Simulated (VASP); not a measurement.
# BaTe (P6_3/mmc) in VASP: a series of runs, part 2 of 2

VASP 6.6.1. Earlier steps stand in the parts before.

## (4) Single point, PBE (57.35 Å³/atom)

This run uses another cell than the first one, of 57.35 Å³/atom.

The input, INCAR:

```
SYSTEM = BaTe
PREC = Accurate
ENCUT = 520
EDIFF = 1E-6
ISMEAR = 0
SIGMA = 0.01
LREAL = .False.
LASPH = .True.
NELM = 60
ALGO = Normal
ISIF = 2
LWAVE = .False.
LCHARG = .False.
GGA = PE
NBANDS = 24
```

The input, KPOINTS:

```
Automatic mesh
0
Gamma
  6 6 4
  0 0 0
```

The input, POSCAR:

```
BaTe
1.0
    6.0910008814      0.0000000000      0.0000000000
   -3.0455004407      5.2749614978      0.0000000000
    0.0000000000      0.0000000000      7.1394997147
Ba Te
2 2
Direct
    0.3333333333      0.6666666667      0.2500000000
    0.6666666667      0.3333333333      0.7500000000
    0.6666666667      0.3333333333      0.2500000000
    0.3333333333      0.6666666667      0.7500000000
```

Potentials or basis: VASP PAW PBE potentials, release 64 (Ba_sv, Te).

The run is started by

```bash
cat potpaw_PBE.64/Ba_sv/POTCAR potpaw_PBE.64/Te/POTCAR > POTCAR
mpirun -np 1 vasp_std > vasp.out
```

OUTCAR:

```text
SYSTEM = BaTe
   PREC = Accurate
   ENCUT = 520
   EDIFF = 1E-6
   ISMEAR = 0
   LREAL = .False.
   LASPH = .True.
   NELM = 60
   ISIF = 2
   GGA = PE

 ion  position               nearest neighbor table
   1  0.333  0.667  0.250-   3 3.52   3 3.52   3 3.52   4 3.57   4 3.57
   2  0.667  0.333  0.750-   4 3.52   4 3.52   4 3.52   3 3.57   3 3.57
   3  0.667  0.333  0.250-   1 3.52   1 3.52   1 3.52   2 3.57   2 3.57
   4  0.333  0.667  0.750-   2 3.52   2 3.52   2 3.52   1 3.57   1 3.57

  LATTYP: Found a hexagonal cell.
 ALAT       =     6.0910008814
 C/A-ratio  =     1.1721390053
[... 762 lines left out ...]
  --------------------------------------------------------------------------------------
  -------------------------------------------------------------------------------------
  Total       -1.2746671     -1.2746671     -1.5218826      0.0000000     -0.0000000      0.0000000
  in kB       -8.9029024     -8.9029024    -10.6295774      0.0000000     -0.0000000      0.0000000
  external PRESSURE =      -9.4784607 kB  Pullay stress =       0.0000000 kB

 VOLUME and BASIS-vectors are now :
 -----------------------------------------------------------------------------
  energy-cutoff  :      520.00
  volume of cell :      229.39
      direct lattice vectors                 reciprocal lattice vectors
     6.091000881  0.000000000  0.000000000     0.164176630  0.094787422  0.000000000
    -3.045500441  5.274961498  0.000000000     0.000000000  0.189574843  0.000000000
     0.000000000  0.000000000  7.139499715     0.000000000  0.000000000  0.140065837

 POSITION                                       TOTAL-FORCE (eV/Angst)
 -----------------------------------------------------------------------------------
     -0.00000      3.51664      1.78487        -0.000000     -0.000000      0.000000
      3.04550      1.75832      5.35462         0.000000     -0.000000      0.000000
      3.04550      1.75832      1.78487         0.000000     -0.000000     -0.000000
     -0.00000      3.51664      5.35462        -0.000000      0.000000     -0.000000
 -----------------------------------------------------------------------------------
    total drift:                               -0.000000     -0.000000     -0.000000

  FREE ENERGIE OF THE ION-ELECTRON SYSTEM (eV)
  ---------------------------------------------------
  free  energy   TOTEN  =       -16.7461224355 eV

  energy  without entropy=      -16.7461224355  energy(sigma->0) =      -16.74612244
```

Wall time 1.9 min (1 thread of Intel Xeon Platinum 8259CL at 2.50GHz (Skylake/Cascade Lake), shared host); peak memory 0.4 GiB.

Results:

```
Free energy            : -16.7461 eV
Pressure               : -0.9 GPa
Band gap on the k mesh : 1.98 eV (least direct gap 2.24 eV)
```

Levels at points of the mesh, in eV from the valence-band top:
```
           k point  band 13  band 14  band 15  band 16  band 17  band 18  band 19  band 20
(0.00, 0.00, 0.00)    -0.92    -0.83    -0.83     0.00     2.25     2.77     2.77     3.54
(0.50, 0.00, 0.00)    -0.80    -0.72    -0.49    -0.35     2.38     2.76     2.92     3.77
(0.00, 0.00, 0.50)    -0.98    -0.98    -0.98    -0.98     3.07     3.07     4.11     4.11
(0.50, 0.00, 0.50)    -0.82    -0.82    -0.69    -0.69     3.10     3.10     3.79     3.79
```

Caveat: spin-orbit coupling is left out, which moves the levels of the heavy elements. A k mesh can miss the band edges.

## (5) Single point, r2SCAN (50.86 Å³/atom)

This run uses another cell than the first one, of 50.86 Å³/atom.

The input, POSCAR:

```
BaTe
1.0
    5.8518878150      0.0000000000      0.0000000000
   -2.9259439075      5.0678835079      0.0000000000
    0.0000000000      0.0000000000      6.8592259630
Ba Te
2 2
Direct
    0.3333333333      0.6666666667      0.2500000000
    0.6666666667      0.3333333333      0.7500000000
    0.6666666667      0.3333333333      0.2500000000
    0.3333333333      0.6666666667      0.7500000000
```

The input, INCAR.step1:

```
PREC = Accurate
ENCUT = 520
ISMEAR = 0
SIGMA = 0.01
LREAL = False
LASPH = True
NELM = 60
NBANDS = 24
GGA = PE
ALGO = Normal
EDIFF = 1E-4
LWAVE = True
LCHARG = False
```

The input, INCAR.step2:

```
PREC = Accurate
ENCUT = 520
EDIFF = 1E-7
ISMEAR = 0
SIGMA = 0.01
LREAL = False
LASPH = True
NELM = 60
ALGO = Normal
ISIF = 2
LWAVE = False
LCHARG = True
METAGGA = R2SCAN
LMIXTAU = True
LELF = True
LVHAR = True
NBANDS = 24
ISTART = 1
```

The input, KPOINTS:

```
regular mesh
0
Gamma
  6 6 4
```

The run is started by

```bash
cat potpaw_PBE.64/Ba_sv/POTCAR potpaw_PBE.64/Te/POTCAR > POTCAR
cp INCAR.step1 INCAR
mpirun -np 1 vasp_std > vasp.out
cp INCAR.step2 INCAR
mpirun -np 1 vasp_std > vasp.out
```

Run time: 8.5 min. Hardware: 1 thread of Intel Xeon Platinum 8259CL at 2.50GHz (Skylake/Cascade Lake), shared host; peak memory 0.43 GiB.

It converged, with:

* Free energy: -111.3587 eV
* Pressure: 1.9 GPa
* Band gap on the k mesh: 2.12 eV (least direct gap 2.43 eV)

Stress tensor (GPa, compression positive):
```
1.74 0.00 0.00
0.00 1.74 0.00
0.00 0.00 2.28
```

Levels at points of the mesh, in eV from the valence-band top:
```csv
k point,band 13,band 14,band 15,band 16,band 17,band 18,band 19,band 20
"(0.00, 0.00, 0.00)",-1.06,-1.06,-0.97,0.00,2.73,3.12,3.12,4.19
"(0.50, 0.00, 0.00)",-0.89,-0.78,-0.56,-0.44,2.64,3.02,3.21,4.27
"(0.00, 0.00, 0.50)",-1.21,-1.21,-1.21,-1.21,3.57,3.57,4.76,4.76
"(0.50, 0.00, 0.50)",-1.03,-1.03,-0.81,-0.81,3.41,3.41,4.34,4.34
```

Caveat: the PAW data sets were made with another functional, which shifts forces and pressure a little; spin-orbit coupling is left out, which moves the levels of the heavy elements. A k mesh can miss the band edges.

## (6) Single point, r2SCAN (52.48 Å³/atom)

This run uses another cell than the first one, of 52.48 Å³/atom.

The input, POSCAR:

```
BaTe
1.0
    5.9134911612      0.0000000000      0.0000000000
   -2.9567455806      5.1212335706      0.0000000000
    0.0000000000      0.0000000000      6.9314336478
Ba Te
2 2
Direct
    0.3333333333      0.6666666667      0.2500000000
    0.6666666667      0.3333333333      0.7500000000
    0.6666666667      0.3333333333      0.2500000000
    0.3333333333      0.6666666667      0.7500000000
```

The input, INCAR.step1:

```
SYSTEM = BaTe
PREC = Accurate
ENCUT = 520
ISMEAR = 0
SIGMA = 0.01
LREAL = .False.
LASPH = .True.
NELM = 60
NBANDS = 24
GGA = PE
ALGO = Normal
EDIFF = 1E-4
LWAVE = .True.
LCHARG = .False.
```

The input, INCAR.step2:

```
SYSTEM = BaTe
PREC = Accurate
ENCUT = 520
EDIFF = 1E-6
ISMEAR = 0
SIGMA = 0.01
LREAL = .False.
LASPH = .True.
NELM = 60
ALGO = Normal
ISIF = 2
LWAVE = .False.
LCHARG = .True.
METAGGA = R2SCAN
LMIXTAU = .True.
LELF = .True.
LVHAR = .True.
NBANDS = 24
ISTART = 1
```

The input, KPOINTS:

```
Automatic mesh
0
Gamma
  6 6 4
  0 0 0
```

Potentials or basis: VASP PAW PBE potentials, release 64 (Ba_sv, Te).

The run is started by

```bash
cat potpaw_PBE.64/Ba_sv/POTCAR potpaw_PBE.64/Te/POTCAR > POTCAR
cp INCAR.step1 INCAR
mpirun -np 1 vasp_std > vasp.out
cp INCAR.step2 INCAR
mpirun -np 1 vasp_std > vasp.out
```

Wall time 11 min (1 thread of Intel Xeon Platinum 8259CL at 2.50GHz (Skylake/Cascade Lake), shared host); peak memory 0.44 GiB.

The run converged. Its results:

- Free energy: -111.4175 eV
- Pressure: 1.0 GPa
- Band gap on the k mesh: 2.18 eV (least direct gap 2.48 eV)

Stress tensor (GPa, compression positive):
```
0.89 0.00 0.00
0.00 0.89 0.00
0.00 0.00 1.21
```

Levels at points of the mesh, in eV from the valence-band top:
```
           k point  band 14  band 15  band 16  band 17  band 18  band 19
(0.00, 0.00, 0.00)    -0.99    -0.96     0.00     2.71     3.15     3.15
(0.50, 0.00, 0.00)    -0.77    -0.54    -0.42     2.68     3.05     3.23
(0.00, 0.00, 0.50)    -1.14    -1.14    -1.14     3.54     3.54     4.73
(0.50, 0.00, 0.50)    -0.97    -0.77    -0.77     3.42     3.42     4.32
```

Caveat: the PAW data sets were made with another functional, which shifts forces and pressure a little; spin-orbit coupling is left out, which moves the levels of the heavy elements. A k mesh can miss the band edges.

## (7) Overview

| level | cell | gap on the mesh (eV) | pressure (GPa) |
| --- | --- | --- | --- |
| PBE | a = 5.974, b = 5.974, c = 7.002 Å, angles 90.0, 90.0, 120.0°, 4 atoms | 1.89 | 0.2 |
| PBE | a = 6.033, b = 6.033, c = 7.072 Å, angles 90.0, 90.0, 120.0°, 4 atoms | 1.94 | -0.4 |
| PBE | a = 6.091, b = 6.091, c = 7.139 Å, angles 90.0, 90.0, 120.0°, 4 atoms | 1.98 | -0.9 |
| r2SCAN | a = 5.852, b = 5.852, c = 6.859 Å, angles 90.0, 90.0, 120.0°, 4 atoms | 2.12 | 1.9 |
| r2SCAN | a = 5.913, b = 5.913, c = 6.931 Å, angles 90.0, 90.0, 120.0°, 4 atoms | 2.18 | 1.0 |

Alike in all rows: task single point; potentials or basis VASP PAW PBE potentials, release 64 (Ba_sv, Te); no spin polarisation; k mesh 6 × 6 × 4; cutoff (eV) 520; smearing gaussian 0.01 eV.

Caveats: spin-orbit coupling is left out, which moves the levels of the heavy elements; the PAW data sets were made with another functional, which shifts forces and pressure a little (at least some runs).

Absolute energies hang on the potentials; compare differences alone.
